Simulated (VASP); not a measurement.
# WS2 in VASP: further runs

The runs below take WS2 through single point, with PBE+D3(BJ), LDA.

Everything below comes from runs of VASP 6.6.1. Logs are shortened: lines on timing, memory, paths and dates and some standing lists are left out, and cuts for length are marked.

### 1 The cell of the first run

The cell holds a slab with vacuum, 3 atoms: a = 3.184 Å, b = 3.184 Å, c = 16.951 Å, α = 90.00°, β = 90.00°, γ = 120.00°.

### 2 Single point, PBE+D3(BJ)

The input, INCAR:

```
SYSTEM = WS2
PREC     = Accurate       ! precision mode
ENCUT    = 520            ! plane-wave cutoff, eV
EDIFF    = 1E-6           ! SCF threshold, eV
ISMEAR   = -1             ! smearing method
SIGMA    = 0.05           ! smearing width, eV
LREAL    = .False.        ! projectors in reciprocal space
LASPH    = .True.         ! aspherical terms in the spheres
NELM     = 80             ! most SCF steps
ALGO     = Normal         ! electronic algorithm
ISIF     = 2              ! what is computed and relaxed
LWAVE    = .False.        ! write WAVECAR
LCHARG   = .False.        ! write CHGCAR
GGA      = PE             ! functional
IVDW     = 12             ! dispersion correction
NBANDS   = 20             ! bands
```

The input, KPOINTS:

```
regular mesh
0
Gamma
  10 10 2
  0 0 0
```

The input, POSCAR:

```
WS2
1.0
    3.1835163552      0.0000000000      0.0000000000
   -1.5917581776      2.7570060369      0.0000000000
    0.0000000000      0.0000000000     16.9505778900
W S
1 2
Direct
    0.0000000000      0.0000000000      0.0000000000
    0.3333333333      0.6666666667      0.0920005100
    0.3333333333      0.6666666667      0.9079994900
```

Potentials or basis: VASP PAW PBE potentials, release 64 (W_sv, S).

Started as:

```bash
$ cat potpaw_PBE.64/W_sv/POTCAR potpaw_PBE.64/S/POTCAR > POTCAR
$ mpirun -np 1 vasp_std > vasp.out
```

OUTCAR:

```text
SYSTEM = WS2
   PREC = Accurate
   ENCUT = 520
   EDIFF = 1E-6
   ISMEAR = -1
   LREAL = .False.
   LASPH = .True.
   NELM = 80
   ISIF = 2
   GGA = PE
   IVDW = 12
 IVDW          = 12

 ion  position               nearest neighbor table
   1  0.000  0.000  0.000-   2 2.41   3 2.41   2 2.41   3 2.41   2 2.41   3 2.41
   2  0.333  0.667  0.092-   1 2.41   1 2.41   1 2.41
   3  0.333  0.667  0.908-   1 2.41   1 2.41   1 2.41

  LATTYP: Found a hexagonal cell.
 ALAT       =     3.1835163552
 C/A-ratio  =     5.3244827413

  Lattice vectors:

 A1 = (   3.1835163552,   0.0000000000,   0.0000000000)
 A2 = (  -1.5917581776,   2.7570060369,   0.0000000000)
 A3 = (   0.0000000000,   0.0000000000,  16.9505778900)

Analysis of symmetry for initial positions (statically):
=====================================================================
 Subroutine PRICEL returns:
 Original cell was already a primitive cell.

 Routine SETGRP: Setting up the symmetry group for a
 hexagonal supercell.

 Subroutine GETGRP returns: Found 12 space group operations
 (whereof 12 operations were pure point group operations)
 out of a pool of 24 trial point group operations.

The static configuration has the point symmetry D_3h.

Analysis of symmetry for dynamics (positions and initial velocities):
=====================================================================
 Subroutine PRICEL returns:
 Original cell was already a primitive cell.

 Routine SETGRP: Setting up the symmetry group for a
 hexagonal supercell.

 Subroutine GETGRP returns: Found 12 space group operations
 (whereof 12 operations were pure point group operations)
 out of a pool of 24 trial point group operations.

The dynamic configuration has the point symmetry D_3h.

 Subroutine INISYM returns: Found 12 space group operations
 (whereof 12 operations are pure point group operations),
 and found     1 'primitive' translations

----------------------------------------------------------------------------------------

                                     Primitive cell

  volume of cell :     148.7748

  direct lattice vectors                    reciprocal lattice vectors
     3.183516355  0.000000000  0.000000000     0.314118066  0.181356150  0.000000000
    -1.591758178  2.757006037  0.000000000     0.000000000  0.362712300  0.000000000
     0.000000000  0.000000000 16.950577890     0.000000000  0.000000000  0.058995039

  length of vectors
     3.183516355  3.183516355 16.950577890     0.362712300  0.362712300  0.058995039

  position of ions in fractional coordinates (direct lattice)
     0.000000000  0.000000000  0.000000000
     0.333333333  0.666666667  0.092000510
     0.333333333  0.666666667  0.907999490

  ion indices of the primitive-cell ions
   primitive index   ion index
                 1           1
                 2           2
                 3           3

----------------------------------------------------------------------------------------

 KPOINTS: regular mesh

Automatic generation of k-mesh.
 Grid dimensions read from file:
 generate k-points for:   10   10    2

 Generating k-lattice:

  Cartesian coordinates                     Fractional coordinates (reciprocal lattice)
     0.031411807  0.018135615  0.000000000     0.100000000 -0.000000000  0.000000000
     0.000000000  0.036271230  0.000000000     0.000000000  0.100000000  0.000000000
     0.000000000  0.000000000  0.029497519     0.000000000  0.000000000  0.500000000

  Length of vectors
     0.036271230  0.036271230  0.029497519

  Shift w.r.t. Gamma in fractional coordinates (k-lattice)
     0.000000000  0.000000000  0.000000000

 Subroutine IBZKPT returns following result:
 ===========================================

 Found     28 irreducible k-points:

 Following reciprocal coordinates:
            Coordinates               Weight
  0.000000  0.000000  0.000000      1.000000
  0.100000  0.000000  0.000000      6.000000
  0.200000  0.000000  0.000000      6.000000
  0.300000  0.000000  0.000000      6.000000
  0.400000 -0.000000  0.000000      6.000000
  0.500000  0.000000  0.000000      3.000000
[... 16 lines left out ...]
  0.300000  0.100000  0.500000     12.000000
  0.400000  0.100000  0.500000     12.000000
 [... further k-points ...]
   k-points           NKPTS =     28   k-points in BZ     NKDIM =     28   number of bands    NBANDS=     20
   number of dos      NEDOS =    301   number of ions     NIONS =      3
   total plane-waves  NPLWV =  72576
   dimension x,y,z NGX =    24 NGY =   24 NGZ =  126
   dimension x,y,z NGXF=    48 NGYF=   48 NGZF=  252
   ions per type =               1   2
   NGX,Y,Z   is equivalent  to a cutoff of  12.53, 12.53, 12.36 a.u.
   NGXF,Y,Z  is equivalent  to a cutoff of  25.07, 25.07, 24.72 a.u.
 SYSTEM =  WS2
   PREC   = accura    normal or accurate (medium, high low for compatibility)
   ISTART =      0    job   : 0-new  1-cont  2-samecut
   ICHARG =      2    charge: 1-file 2-atom 10-const
   ISPIN  =      1    spin polarized calculation?
   LNONCOLLINEAR =      F non collinear calculations
   LSORBIT =      F    spin-orbit coupling
   LASPH  =      T    aspherical Exc in radial PAW
   ENCUT  =  520.0 eV  38.22 Ry    6.18 a.u.   5.92  5.92 31.52*2*pi/ulx,y,z
   NELM   =     80;   NELMIN=  2; NELMDL= -5     # of ELM steps
   EDIFF  = 0.1E-05   stopping-criterion for ELM
   LREAL  =      F    real-space projection
   EDIFFG = 0.1E-04   stopping-criterion for IOM
   NSW    =      0    number of steps for IOM
   IBRION =     -1    ionic relax: 0-MD 1-quasi-New 2-CG
   NFREE  =      0    steps in history (QN), initial steepest desc. (CG)
   ISIF   =      2    stress and relaxation
   ISYM   =      2    0-nonsym 1-usesym 2-fastsym
   POTIM  = 0.5000    time-step for ionic-motion
   TEBEG  =    0.0;   TEEND  =   0.0 temperature during run
   PSTRESS=    0.0 pullay stress
   NELECT =      26.0000    total number of electrons
   NUPDOWN=      -1.0000    fix difference up-down
   EMIN   =  10.00;   EMAX   =-10.00  energy-range for DOS
   EFERMI =   0.00;   METHOD = LEGACY
   ISMEAR =    -1;   SIGMA  =   0.05  broadening in eV -4-tet -1-fermi 0-gaus
   EFERMI_NEDOS =   21; number of points for ismear=-14 and -15
   IALGO  =     38    algorithm
   IMIX   =      4    mixing-type and parameters
     AMIX     =   0.40;   BMIX     =  1.00
     AMIX_MAG =   1.60;   BMIX_MAG =  1.00
  volume/ion in A,a.u.               =      49.59       334.66
  Fermi-wavevector in a.u.,A,eV,Ry     =   0.915285  1.729637 11.398226  0.837746
  Thomas-Fermi vector in A             =   2.040009
   LORBIT       =      0    0 simple, 1 ext, 2 COOP (PROOUT), +10 PAW based schemes
   GGA     = PE    functional components
   LHFCALC =     F    Hartree Fock is set to
   AEXX    =    0.0000 exact exchange contribution
   IVDW    =    12    specifies the selected vdW correction
   LEPSILON=     F    determine dielectric tensor
   LRPA    =     F    only Hartree local field effects (RPA)
 non-spin polarized calculation
  energy-cutoff  :      520.00
  volume of cell :      148.77
 maximum number of plane-waves:      4035
 NGX is ok and might be reduce to    24
   NGX = 11   NGY = 11   NGZ = 63

 number of electron      25.9999999 magnetization

 Free energy of the ion-electron system (eV)
  ---------------------------------------------------
  ext. energy  EPLUGINS =         0.00000000
  ---------------------------------------------------
  free energy    TOTEN  =       -23.67124181 eV

  energy without entropy =      -23.67124181  energy(sigma->0) =      -23.67124181

 E-fermi :  -0.2519     XC(G=0):  -4.5416

 val. band max:       -1.2192624726   @ k =   0.0000   0.0000   0.5000
 cond. band min:       0.7843673724   @ k =   0.3000   0.3000   0.0000
 fundamental gap:      2.0036298451
 Fermi energy:        -0.2519117457

 k-point     1 :       0.0000    0.0000    0.0000
  band No.  band energies     occupation
      1     -75.2302      2.00000
      2     -39.4669      2.00000
      3     -39.3221      2.00000
      4     -39.3221      2.00000
      5     -15.9880      2.00000
      6     -14.3224      2.00000
[... 12 lines left out ...]
     19       4.2545      0.00000
     20       4.3476      0.00000

 k-point     2 :       0.1000    0.0000    0.0000
  band No.  band energies     occupation
      1     -75.2286      2.00000
      2     -39.4611      2.00000
      3     -39.3546      2.00000
      4     -39.3297      2.00000
      5     -15.8241      2.00000
      6     -14.2637      2.00000
[... 12 lines left out ...]
     19       4.4513      0.00000
     20       4.8957      0.00000

 k-point     3 :       0.2000    0.0000    0.0000
  band No.  band energies     occupation
      1     -75.2244      2.00000
      2     -39.4458      2.00000
      3     -39.4386      2.00000
      4     -39.3494      2.00000
      5     -15.3689      2.00000
      6     -14.1016      2.00000
[... 12 lines left out ...]
     19       5.0069      0.00000
     20       5.8696      0.00000

 k-point     4 :       0.3000    0.0000    0.0000
  band No.  band energies     occupation
      1     -75.2193      2.00000
      2     -39.5409      2.00000
      3     -39.4268      2.00000
      4     -39.3736      2.00000
      5     -14.7356      2.00000
      6     -13.8806      2.00000
[... 12 lines left out ...]
     19       5.7902      0.00000
     20       6.1449      0.00000

 k-point     5 :       0.4000   -0.0000    0.0000
  band No.  band energies     occupation
      1     -75.2151      2.00000
      2     -39.6223      2.00000
      3     -39.4114      2.00000
      4     -39.3931      2.00000
      5     -14.1342      2.00000
      6     -13.6806      2.00000
[... 12 lines left out ...]
     19       6.3154      0.00000
     20       6.3416      0.00000
[... 353 lines left out ...]
      6     -14.1529      2.00000
[... 12 lines left out ...]
     19       4.7176      0.00000
     20       6.0271      0.00000

 k-point    22 :       0.2000    0.1000    0.5000
  band No.  band energies     occupation
      1     -75.2211      2.00000
      2     -39.4979      2.00000
      3     -39.4334      2.00000
      4     -39.3732      2.00000
      5     -14.9663      2.00000
      6     -13.9583      2.00000
[... 12 lines left out ...]
     19       5.3972      0.00000
     20       6.6949      0.00000

 k-point    23 :       0.3000    0.1000    0.5000
  band No.  band energies     occupation
      1     -75.2164      2.00000
      2     -39.5838      2.00000
      3     -39.4162      2.00000
      4     -39.4010      2.00000
      5     -14.3360      2.00000
      6     -13.7398      2.00000
[... 12 lines left out ...]
     19       6.2715      0.00000
     20       6.2825      0.00000

 k-point    24 :       0.4000    0.1000    0.5000
  band No.  band energies     occupation
      1     -75.2135      2.00000
      2     -39.6361      2.00000
      3     -39.4182      2.00000
      4     -39.4055      2.00000
      5     -13.8823      2.00000
      6     -13.5892      2.00000
[... 12 lines left out ...]
     19       6.9200      0.00000
     20       7.0221      0.00000

 [... further k-points ...]

------------------------ aborting loop because EDIFF is reached ----------------------------------------

 Edisp (eV)   -0.92085

 E8    (eV) :    -0.4133

  FORCE on cell =-STRESS in cart. coord.  units (eV):
  Direction    XX          YY          ZZ          XY          YZ          ZX
  --------------------------------------------------------------------------------------
  -------------------------------------------------------------------------------------
  Total      -0.57129    -0.57129     0.47189     0.00000     0.00000     0.00000
  in kB      -6.15227    -6.15227     5.08188     0.00000     0.00000     0.00000
  external pressure =       -2.41 kB  Pullay stress =        0.00 kB

 VOLUME and BASIS-vectors are now :
 -----------------------------------------------------------------------------
  energy-cutoff  :      520.00
  volume of cell :      148.77
      direct lattice vectors                 reciprocal lattice vectors
     3.183516355  0.000000000  0.000000000     0.314118066  0.181356150  0.000000000
    -1.591758178  2.757006037  0.000000000     0.000000000  0.362712300  0.000000000
     0.000000000  0.000000000 16.950577890     0.000000000  0.000000000  0.058995039

 POSITION                                       TOTAL-FORCE (eV/Angst)
 -----------------------------------------------------------------------------------
      0.00000      0.00000      0.00000         0.000000     -0.000000      0.000000
     -0.00000      1.83800      1.55946        -0.000000      0.000000      0.164334
     -0.00000      1.83800     15.39112        -0.000000      0.000000     -0.164334
 -----------------------------------------------------------------------------------
    total drift:                                0.000000     -0.000000     -0.000000

  FREE ENERGIE OF THE ION-ELECTRON SYSTEM (eV)
  ---------------------------------------------------
  free  energy   TOTEN  =       -24.5920966073 eV

  energy  without entropy=      -24.5920966070  energy(sigma->0) =      -24.59209661
```

It took 3.3 min on 1 thread of AMD EPYC 7R43 (Zen 3), shared host; peak memory 0.23 GiB.

What came out:

* Free energy: -24.5921 eV
* Largest force: 0.164 eV/Å
* Band gap on the k mesh: 2.00 eV, indirect (least direct gap 2.16 eV)
* Dispersion energy per atom: -0.307 eV

Forces on the atoms (eV/Å):
```
W    0.000  0.000  0.000
S    0.000  0.000  0.164
S    0.000  0.000 -0.164
```

Levels at points of the mesh, in eV from the valence-band top:
```tsv
k point	band 10	band 11	band 12	band 13	band 14	band 15	band 16	band 17
(0.00, 0.00, 0.00)	-2.08	-1.65	-1.65	0.00	2.90	2.90	3.08	3.08
(0.50, 0.00, 0.00)	-3.44	-2.11	-1.30	-0.92	2.85	3.32	4.09	4.78
(0.00, 0.00, 0.50)	-2.08	-1.65	-1.65	0.00	2.90	2.90	3.08	3.08
(0.50, 0.00, 0.50)	-3.44	-2.11	-1.30	-0.92	2.85	3.32	4.09	4.78
```

Caveat: three body term missing; spin-orbit coupling is left out, which moves the levels of the heavy elements.

### 3 Single point, LDA (volume scaled by 0.94)

The input, INCAR:

```
SYSTEM = WS2
PREC = Accurate ; ENCUT = 520
EDIFF = 1E-7 ; ISMEAR = -1
SIGMA = 0.05 ; LREAL = .FALSE.
LASPH = .TRUE. ; NELM = 100
ALGO = Normal ; ISIF = 2
LWAVE = .FALSE. ; LCHARG = .FALSE.
GGA = CA ; NBANDS = 20
```

The input, KPOINTS:

```
regular mesh
0
G
  10 10 2
  0 0 0
```

The input, POSCAR:

```
WS2
1.0
    3.1185283984      0.0000000000      0.0000000000
   -1.5592641992      2.7007248154      0.0000000000
    0.0000000000      0.0000000000     16.6045506357
W S
1 2
Direct
    0.0000000000      0.0000000000      0.0000000000
    0.3333333333      0.6666666667      0.0920005100
    0.3333333333      0.6666666667      0.9079994900
```

Potentials or basis: VASP PAW LDA potentials, release 64 (W_sv, S).

Started as:

```bash
$ cat potpaw_LDA.64/W_sv/POTCAR potpaw_LDA.64/S/POTCAR > POTCAR
$ mpirun -np 1 vasp_std > vasp.out
```

It took 62 s on 1 thread of AMD EPYC 9R45 (Zen 5), shared host; peak memory 0.21 GiB.

The run converged. Its results:

| Quantity | Value |
| --- | --- |
| Free energy | -26.1213 eV |
| Largest force | 0.828 eV/Å |
| Band gap on the k mesh | 2.18 eV, indirect (least direct gap 2.33 eV) |

Forces on the atoms (eV/Å):
```
W    0.000  0.000  0.000
S    0.000  0.000  0.828
S    0.000  0.000 -0.828
```

Levels at points of the mesh, in eV from the valence-band top:
```tsv
k point	band 10	band 11	band 12	band 13	band 14	band 15	band 16	band 17
(0.00, 0.00, 0.00)	-2.08	-1.66	-1.66	0.00	3.13	3.13	3.43	3.43
(0.50, 0.00, 0.00)	-3.58	-2.05	-1.16	-0.88	3.11	3.60	4.25	5.19
(0.00, 0.00, 0.50)	-2.08	-1.66	-1.66	0.00	3.13	3.13	3.43	3.43
(0.50, 0.00, 0.50)	-3.58	-2.05	-1.16	-0.88	3.11	3.60	4.25	5.19
```

Caveat: spin-orbit coupling is left out, which moves the levels of the heavy elements.

### 4 Single point, LDA (volume scaled by 0.96)

The input, INCAR:

```
SYSTEM = WS2
ALGO     = Normal         ! electronic algorithm
EDIFF    = 1E-6           ! SCF threshold, eV
ENCUT    = 520            ! plane-wave cutoff, eV
GGA      = CA             ! functional
ISIF     = 2              ! what is computed and relaxed
ISMEAR   = -1             ! smearing method
LASPH    = .True.         ! aspherical terms in the spheres
LCHARG   = .False.        ! write CHGCAR
LREAL    = .False.        ! projectors in reciprocal space
LWAVE    = .False.        ! write WAVECAR
NBANDS   = 20             ! bands
NELM     = 80             ! most SCF steps
PREC     = Accurate       ! precision mode
SIGMA    = 0.05           ! smearing width, eV
```

The input, KPOINTS:

```
k-points
0
Gamma
  10 10 2
  0 0 0
```

The input, POSCAR:

```
WS2
1.0
    3.1404905896      0.0000000000      0.0000000000
   -1.5702452948      2.7197446309      0.0000000000
    0.0000000000      0.0000000000     16.7214879437
W S
1 2
Direct
    0.0000000000      0.0000000000      0.0000000000
    0.3333333333      0.6666666667      0.0920005100
    0.3333333333      0.6666666667      0.9079994900
```

Started as:

```bash
$ cat potpaw_LDA.64/W_sv/POTCAR potpaw_LDA.64/S/POTCAR > POTCAR
$ mpirun -np 1 vasp_std > vasp.out
```

It took 60 s on 1 thread of AMD EPYC 9R45 (Zen 5), shared host; peak memory 0.21 GiB.

Results (log left out):

- Free energy: -26.1442 eV
- Largest force: 0.401 eV/Å
- Band gap on the k mesh: 2.11 eV, indirect (least direct gap 2.27 eV)

Forces on the atoms (eV/Å):
```
W    0.000  0.000  0.000
S    0.000  0.000  0.401
S    0.000  0.000 -0.401
```

Levels at points of the mesh, in eV from the valence-band top:
```tsv
k point	band 9	band 10	band 11	band 12	band 13	band 14	band 15	band 16	band 17	band 18
(0.00, 0.00, 0.00)	-2.98	-2.07	-1.65	-1.65	0.00	3.05	3.05	3.32	3.32	5.22
(0.50, 0.00, 0.00)	-4.51	-3.52	-2.05	-1.19	-0.88	3.01	3.49	4.18	5.05	5.23
(0.00, 0.00, 0.50)	-2.98	-2.07	-1.65	-1.65	0.00	3.05	3.05	3.32	3.32	5.27
(0.50, 0.00, 0.50)	-4.51	-3.52	-2.05	-1.19	-0.88	3.01	3.49	4.18	5.05	5.23
```

Caveat: spin-orbit coupling is left out, which moves the levels of the heavy elements.

### 5 Single point, LDA

The input, INCAR:

```
PREC = Accurate ; ENCUT = 520
EDIFF = 1E-6 ; ISMEAR = -1
SIGMA = 0.05 ; LREAL = F
LASPH = T ; NELM = 100
ALGO = Normal ; ISIF = 2
LWAVE = F ; LCHARG = F
NBANDS = 20
```

The input, KPOINTS:

```
Automatic mesh
0
Gamma
  10 10 2
```

The input, POSCAR:

```
WS2
1.0
    3.1835163552      0.0000000000      0.0000000000
   -1.5917581776      2.7570060369      0.0000000000
    0.0000000000      0.0000000000     16.9505778900
W S
1 2
Direct
    0.0000000000      0.0000000000      0.0000000000
    0.3333333333      0.6666666667      0.0920005100
    0.3333333333      0.6666666667      0.9079994900
```

Started as:

```bash
$ cat potpaw_LDA.64/W_sv/POTCAR potpaw_LDA.64/S/POTCAR > POTCAR
$ mpirun -np 1 vasp_std > vasp.out
```

It took 63 s on 1 thread of AMD EPYC 9R45 (Zen 5), shared host; peak memory 0.21 GiB.

It converged, with:

| Item | Value |
| --- | --- |
| Free energy | -26.1165 eV |
| Largest force | 0.358 eV/Å |
| Band gap on the k mesh | 1.99 eV, indirect (least direct gap 2.15 eV) |

Forces on the atoms (eV/Å):
```
W    0.000  0.000  0.000
S    0.000  0.000 -0.358
S    0.000  0.000  0.358
```

Levels at points of the mesh, in eV from the valence-band top:
| k point | band 9 | band 10 | band 11 | band 12 | band 13 | band 14 | band 15 | band 16 | band 17 | band 18 |
| --- | --- | --- | --- | --- | --- | --- | --- | --- | --- | --- |
| (0.00, 0.00, 0.00) | -2.87 | -2.03 | -1.63 | -1.63 | 0.00 | 2.90 | 2.90 | 3.10 | 3.10 | 5.03 |
| (0.50, 0.00, 0.00) | -4.38 | -3.41 | -2.04 | -1.22 | -0.87 | 2.82 | 3.29 | 4.04 | 4.78 | 5.08 |
| (0.00, 0.00, 0.50) | -2.87 | -2.03 | -1.63 | -1.63 | 0.00 | 2.90 | 2.90 | 3.10 | 3.10 | 5.05 |
| (0.50, 0.00, 0.50) | -4.38 | -3.41 | -2.04 | -1.22 | -0.87 | 2.82 | 3.29 | 4.04 | 4.78 | 5.08 |

Caveat: spin-orbit coupling is left out, which moves the levels of the heavy elements.

(Continued in part 2 of 2.)
